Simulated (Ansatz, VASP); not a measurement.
## Two plane-wave programs on ZrSi2

```
Zr Si
1.0
     0.00000    4.30272    4.45964
     2.53273    0.00000    4.45964
     2.53273    4.30272    0.00000
Zr Si
2 4
Direct
  0.75000 0.75000 0.75000
  0.50000 0.50000 0.50000
  0.09393 0.40607 0.09393
  0.40607 0.09393 0.40607
  0.15607 0.84393 0.15607
  0.84393 0.15607 0.84393
```

Alike in both runs: functional PBEsol; k mesh 10 × 10 × 10; occupations gaussian, width 0.1 eV; no spin polarisation.

Ansatz relaxed the structure, and its values are those at the end. VASP's run is a single point on that final structure, the one shown.

|  | VASP | Ansatz |
| --- | --- | --- |
| version | VASP 6.6.1 | Ansatz 0.2.0 |
| potentials or method | VASP PAW PBE potentials, release 64 (Zr_sv, Si), cutoff 520 eV | scalar-relativistic, plane waves, PAW |
| valence electrons in the cell | 40 | 40 |

|  | VASP | Ansatz | Ansatz less VASP |
| --- | --- | --- | --- |
| gap on the k mesh at the Fermi level (eV) | none | none | - |
| pressure (GPa) | 0.2 | 0.0 | -0.18 |

VASP's potentials were made for PBE, not for PBEsol. A gap of «none» marks a metal or a gap that the smearing closes.
